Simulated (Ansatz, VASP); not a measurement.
## Two plane-wave programs on Ni

```xyz
1
Lattice="-1.3985 1.3985 1.3985 1.3985 -1.3985 1.3985 1.3985 1.3985 -1.3985" Properties=species:S:1:pos:R:3 pbc="T T T"
Ni    0.0000    0.0000    0.0000
```

Alike in both runs: task relaxation of cell and atoms; functional LDA; k mesh 16 × 16 × 16; occupations fermi-dirac, width 0.05 eV; collinear spin.

|  | VASP | Ansatz |
| --- | --- | --- |
| version | VASP 6.6.1 | Ansatz 0.2.0 |
| potentials or method | VASP PAW LDA potentials, release 64 (Ni), cutoff 600 eV | plane waves (420 eV) with PAW, scalar-relativistic |
| valence electrons in the cell | 10 | 18 |

```csv
,VASP,Ansatz,Ansatz less VASP
net moment per atom (μB),0.36,0.44,+0.084
size of the moment on the site where the two differ most (μB),0.36,0.46,+0.100
relaxed volume (Å³/atom),10.06,10.09,+0.028
relaxed cell length with the largest relative difference (Å),2.356,2.358,+0.0022
```

Ansatz warns that its potentials were made for another functional, while VASP's fit it. LDA's correlation is that of Perdew and Zunger in VASP and of Perdew and Wang (1992) in Ansatz. Site moments also hang on the region over which each program counts them. VASP's potentials hold 10 valence electrons a cell and Ansatz's 18, so a difference there can come from the potentials and not from the codes.
